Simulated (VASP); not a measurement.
Cs, 1 atom in the cell. It takes space group Im-3m (No. 229, cubic). The conventional cell has a = 6.257 Å, b = 6.257 Å, c = 6.257 Å, α = 90.00°, β = 90.00°, γ = 90.00°. 

* Program: VASP 6.6.1
* Task: single point
* Functional: r2SCAN
* Potentials or basis: VASP PAW PBE potentials, release 64 (Cs_sv)
* Cutoff: 520 eV
* k mesh: 10 × 10 × 10
* Occupations: gaussian, width 0.1 eV
* Spin: no spin polarisation
* Dipole correction: no
* Further INCAR settings: ALGO = Normal; EDIFF = 1e-07; NBANDS = 10

Potentials or basis: VASP PAW PBE potentials, release 64 (Cs_sv).

Launch:

```sh
$ cat potpaw_PBE.64/Cs_sv/POTCAR > POTCAR
$ cp INCAR.step1 INCAR
$ mpirun -np 1 vasp_std > vasp.out
$ cp INCAR.step2 INCAR
$ mpirun -np 1 vasp_std > vasp.out
```

Hardware: 1 thread of AMD EPYC 9R45 96-Core Processor (Zen 5) (shared host).

Task: How long does it take, and how much memory?

Result: It took 2.7 min on 1 thread of AMD EPYC 9R45 96-Core Processor (Zen 5) (shared host), peak memory 0.24 GiB. Counts: k points 47.
